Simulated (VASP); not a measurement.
Ga, 1 atom in the cell. Symmetry: I4/mmm, No. 139, tetragonal system. Conventional cell: a = 2.850 Å, b = 2.850 Å, c = 4.592 Å, α = 90.00°, β = 90.00°, γ = 90.00°. Within 3.8 Å of Ga (site symmetry 4/mmm) lie 12 Ga at 2.85 to 3.05 Å.  This cell differs from its parent crystal: strain +0.015 along x and y, +0.030 along z.

```yaml
Program: VASP 6.6.1
Task: single point
Functional: PBEsol
Potentials_or_basis: VASP PAW PBE potentials, release 64 (Ga_d)
Cutoff: 520 eV
k_mesh: 24 × 24 × 24
Occupations: gaussian, width 0.15 eV
Spin: no spin polarisation
Dipole_correction: no
Further_INCAR_settings: ALGO = Fast; EDIFF = 1e-06; NBANDS = 12
```

Potentials or basis: VASP PAW PBE potentials, release 64 (Ga_d).

Launch:

```sh
$ cat potpaw_PBE.64/Ga_d/POTCAR > POTCAR
$ mpirun -np 1 vasp_std > vasp.out
```

Hardware: 1 thread of Intel(R) Xeon(R) Platinum 8259CL CPU @ 2.50GHz (Skylake/Cascade Lake), with other jobs on the host.

Estimate the wall time of this run.

Run time: 2.2 min on 1 thread of Intel(R) Xeon(R) Platinum 8259CL CPU @ 2.50GHz (Skylake/Cascade Lake), on a shared host, peak memory 0.33 GiB. Counts: scf iterations 11, k points 1063.
